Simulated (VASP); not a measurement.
Input of a VASP 6.6.1 run:

INCAR

```
ALGO     = Normal         # electronic algorithm
EDIFF    = 1E-6           # SCF threshold, eV
ENCUT    = 1340           # plane-wave cutoff, eV
GGA      = PE             # functional
GGA_COMPAT= False        
ISIF     = 2              # what is computed and relaxed
ISMEAR   = 0              # smearing method
LASPH    = True           # aspherical terms in the spheres
LCHARG   = False          # write CHGCAR
LDAU     = True           # DFT+U
LDAUJ    = 0 0 0        
LDAUL    = -1 2 -1        # shell
LDAUPRINT= 1            
LDAUTYPE = 2            
LDAUU    = 0 4 0          # U, eV
LMAXMIX  = 4              # l up to which the mixer works
LREAL    = False          # projectors in reciprocal space
LWAVE    = False          # write WAVECAR
NBANDS   = 28             # bands
NELM     = 200            # most SCF steps
PREC     = Accurate       # precision mode
SIGMA    = 0.02           # smearing width, eV
```

The input KPOINTS:

```
k-points
0
Gamma
  8 8 8
```

Contents of POSCAR:

```
SrTiO3
1.0
    3.9471053931      0.0000000000      0.0000000000
    0.0000000000      3.9471053931      0.0000000000
    0.0000000000      0.0000000000      3.9471053931
Sr Ti O
1 1 3
Direct
    0.5000000000      0.5000000000      0.5000000000
    0.0000000000      0.0000000000      0.0000000000
    0.5000000000      0.0000000000      0.0000000000
    0.0000000000      0.5000000000      0.0000000000
    0.0000000000      0.0000000000      0.5000000000
```

Potentials or basis: VASP PAW PBE potentials, release 64 (Sr_sv, Ti_sv, O_h).

Command:

```sh
$ cat potpaw_PBE.64/Sr_sv/POTCAR potpaw_PBE.64/Ti_sv/POTCAR potpaw_PBE.64/O_h/POTCAR > POTCAR
$ mpirun -np 1 vasp_std > vasp.out
```

**Question.** Estimate the pressure.

**Answer.** 2.5 GPa.

**Question.** What does it give for the band gap on the k mesh?

**Answer.** 2.31 eV (least direct gap 2.74 eV).

Eigenvalues of the final occupation matrices:
```tsv
site	spin	trace	eigenvalues
site 2 d	1	0.80	0.10 0.10 0.10 0.25 0.25
site 2 d	2	0.80	0.10 0.10 0.10 0.25 0.25
```

A k mesh can miss the band edges.
